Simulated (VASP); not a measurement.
A run of VASP 6.6.1:

File INCAR:

```
  PREC = Accurate
  ENCUT = 520
  EDIFF = 1E-6
  ISMEAR = 0
  SIGMA = 0.15
  LREAL = False
  LASPH = True
  NELM = 100
  ALGO = Normal
  ISIF = 2
  LWAVE = False
  LCHARG = False
  GGA = PS
  NBANDS = 12
```

File KPOINTS:

```
regular mesh
0
Gamma
  20 20 20
```

File POSCAR:

```
Au
1.0
    0.0000000000      2.1068650000      2.0148175000
    2.1068650000      0.0000000000      2.0148175000
    2.1068650000      2.1068650000      0.0000000000
Au
1
Direct
    0.0000000000      0.0000000000      0.0000000000
```

Potentials or basis: VASP PAW PBE potentials, release 64 (Au).

Command:

```sh
$ cat potpaw_PBE.64/Au/POTCAR > POTCAR
$ mpirun -np 1 vasp_std > vasp.out
```

Hardware: 1 thread of AMD EPYC 9R45 96-Core Processor (Zen 5), on a shared host.

Estimate the wall time of this run.

Wall time 83 s on 1 thread of AMD EPYC 9R45 96-Core Processor (Zen 5) (shared host), peak memory 0.22 GiB. Counts: scf iterations 11, k points 641.
